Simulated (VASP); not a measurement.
Ca, 1 atom in the cell. It takes space group R-3m (No. 166, trigonal). The conventional cell has a = 4.085 Å, b = 4.085 Å, c = 8.505 Å, α = 90.00°, β = 90.00°, γ = 120.00°. Within 4.8 Å of Ca (site symmetry -3m) lie 12 Ca at 3.69 to 4.08 Å.  This cell differs from its parent crystal: ratio of the length along [111] to the lengths across it x 1.7, volume and fractional coordinates fixed.

* Program: VASP 6.6.1
* Task: single point
* Functional: PBEsol
* Potentials or basis: VASP PAW PBE potentials, release 64 (Ca_sv)
* Cutoff: 520 eV
* k mesh: 20 × 20 × 20
* Occupations: gaussian, width 0.15 eV
* Spin: no spin polarisation
* Dipole correction: no
* Further INCAR settings: ALGO = Fast; EDIFF = 1e-06; NBANDS = 11

Potentials or basis: VASP PAW PBE potentials, release 64 (Ca_sv).

The run is started by

```sh
$ cat potpaw_PBE.64/Ca_sv/POTCAR > POTCAR
$ mpirun -np 1 vasp_std > vasp.out
```

Hardware: 1 thread of Intel(R) Xeon(R) 6975P-C (Granite Rapids) (shared host).

Problem. Estimate the wall time of this run.

Solution. Run time: 2.1 min on 1 thread of Intel(R) Xeon(R) 6975P-C (Granite Rapids), with other jobs on the host, peak memory 0.44 GiB. Counts: scf iterations 13, k points 781.
